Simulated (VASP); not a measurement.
# Al3Cu (Pm-3m) in VASP: further runs, part 2 of 2

VASP 6.6.1. Earlier steps stand in the parts before.

**3. Single point, PBEsol**

INCAR reads:

```
PREC = Accurate
ENCUT = 520
EDIFF = 1E-7
ISMEAR = 0
SIGMA = 0.1
LREAL = False
LASPH = True
NELM = 80
ALGO = Normal
ISIF = 2
LWAVE = False
LCHARG = True
GGA = PS
LELF = True
LVHAR = True
NBANDS = 18
```

KPOINTS reads:

```
regular mesh
0
Gamma
  12 12 12
```

POSCAR reads:

```
Al3Cu
1.0
    3.9241510000      0.0000000000      0.0000000000
    0.0000000000      3.9241510000      0.0000000000
    0.0000000000      0.0000000000      3.9241510000
Al Cu
3 1
Direct
    0.0000000000      0.5000000000      0.5000000000
    0.5000000000      0.0000000000      0.5000000000
    0.5000000000      0.5000000000      0.0000000000
    0.0000000000      0.0000000000      0.0000000000
```

Potentials or basis: VASP PAW PBE potentials, release 64 (Al, Cu).

On the command line:

```sh
$ cat potpaw_PBE.64/Al/POTCAR potpaw_PBE.64/Cu/POTCAR > POTCAR
$ mpirun -np 1 vasp_std > vasp.out
```

OUTCAR:

```text
PREC = Accurate
   ENCUT = 520
   EDIFF = 1E-7
   ISMEAR = 0
   LREAL = False
   LASPH = True
   NELM = 80
   ISIF = 2
   GGA = PS

 ion  position               nearest neighbor table
   1  0.000  0.500  0.500-   2 2.77   3 2.77   4 2.77   3 2.77   4 2.77   2 2.77   4 2.77   4 2.77
                             2 2.77   3 2.77   3 2.77   2 2.77
   2  0.500  0.000  0.500-   1 2.77   3 2.77   4 2.77   3 2.77   4 2.77   1 2.77   3 2.77   3 2.77
                             1 2.77   4 2.77   4 2.77   1 2.77
   3  0.500  0.500  0.000-   1 2.77   2 2.77   4 2.77   1 2.77   2 2.77   2 2.77   4 2.77   2 2.77
                             1 2.77   4 2.77   1 2.77   4 2.77
   4  0.000  0.000  0.000-   1 2.77   2 2.77   3 2.77   1 2.77   2 2.77   1 2.77   3 2.77   1 2.77
                             2 2.77   3 2.77   2 2.77   3 2.77

  LATTYP: Found a simple cubic cell.
 ALAT       =     3.9241510000

  Lattice vectors:

 A1 = (   3.9241510000,   0.0000000000,   0.0000000000)
 A2 = (   0.0000000000,   3.9241510000,   0.0000000000)
 A3 = (   0.0000000000,   0.0000000000,   3.9241510000)

Analysis of symmetry for initial positions (statically):
=====================================================================
 Subroutine PRICEL returns:
[... 181 lines left out ...]
 Fermi energy:         8.1563714765

 k-point     1 :       0.0000    0.0000    0.0000
  band No.  band energies     occupation
      1      -2.9610      2.00000
      2       3.8984      2.00000
      3       3.8984      2.00000
      4       4.6129      2.00000
      5       4.6129      2.00000
      6       4.6129      2.00000
[... 481 lines left out ...]
      5       4.3536      2.00000
      6       4.4381      2.00000
[... 10 lines left out ...]
     17      14.9609      0.00000
     18      15.3057      0.00000

 [... further k-points ...]

------------------------ aborting loop because EDIFF is reached ----------------------------------------

  FORCE on cell =-STRESS in cart. coord.  units (eV):
  Direction    XX          YY          ZZ          XY          YZ          ZX
  --------------------------------------------------------------------------------------
  -------------------------------------------------------------------------------------
  Total       -0.8120692     -0.8120692     -0.8120692     -0.0000000      0.0000000     -0.0000000
  in kB      -21.5311147    -21.5311147    -21.5311147     -0.0000000      0.0000000     -0.0000000
  external PRESSURE =     -21.5311147 kB  Pullay stress =       0.0000000 kB

 VOLUME and BASIS-vectors are now :
 -----------------------------------------------------------------------------
  energy-cutoff  :      520.00
  volume of cell :       60.43
      direct lattice vectors                 reciprocal lattice vectors
     3.924151000  0.000000000  0.000000000     0.254832192  0.000000000  0.000000000
     0.000000000  3.924151000  0.000000000     0.000000000  0.254832192  0.000000000
     0.000000000  0.000000000  3.924151000     0.000000000  0.000000000  0.254832192

 POSITION                                       TOTAL-FORCE (eV/Angst)
 -----------------------------------------------------------------------------------
      0.00000      1.96208      1.96208         0.000000      0.000000      0.000000
      1.96208      0.00000      1.96208         0.000000      0.000000      0.000000
      1.96208      1.96208      0.00000         0.000000      0.000000      0.000000
      0.00000      0.00000      0.00000         0.000000      0.000000      0.000000
 -----------------------------------------------------------------------------------
    total drift:                                0.000000     -0.000000      0.000000

  FREE ENERGIE OF THE ION-ELECTRON SYSTEM (eV)
  ---------------------------------------------------
  free  energy   TOTEN  =       -16.7136798068 eV

  energy  without entropy=      -16.7086363442  energy(sigma->0) =      -16.71115808
```

stdout:

```text
POSCAR found type information on POSCAR AlCu
 POSCAR found :  2 types and       4 ions
 scaLAPACK will be used
 -----------------------------------------------------------------------------
|                                                                             |
|                                                                             |
|     You enforced a specific xc type in the INCAR file but a different       |
|     I HOPE YOU KNOW WHAT YOU ARE DOING!                                     |
|                                                                             |
 -----------------------------------------------------------------------------

 LDA part: xc-table for (Slater+PW92), standard interpolation
 POSCAR, INCAR and KPOINTS ok, starting setup
 FFT: planning ... GRIDC
 FFT: planning ... GRID_SOFT
 FFT: planning ... GRID
 WAVECAR not read
 entering main loop
```

It took 2.8 min on 1 thread of Intel Xeon 8259CL, shared host; peak memory 0.23 GiB.

What came out:

```
Free energy            : -16.7137 eV
Pressure               : -2.2 GPa
Band gap on the k mesh : zero (bands 10 and 11 overlap by 4.12 eV)
```

Levels at points of the mesh, in eV from the Fermi level:
```tsv
k point	band 7	band 8	band 9	band 10	band 11	band 12	band 13	band 14
(0.00, 0.00, 0.00)	-2.39	-2.39	-2.39	-0.57	0.44	0.44	6.35	6.35
(0.50, 0.00, 0.00)	-3.34	0.26	0.26	0.31	0.31	0.74	1.83	2.31
(0.50, 0.50, 0.00)	-3.35	-3.27	-3.03	1.32	2.93	2.93	3.31	3.69
(0.50, 0.50, 0.50)	-3.94	-3.34	-3.34	-2.44	-1.91	-1.91	-1.91	12.11
```

Caveat: the PAW data sets were made with another functional, which shifts forces and pressure a little.
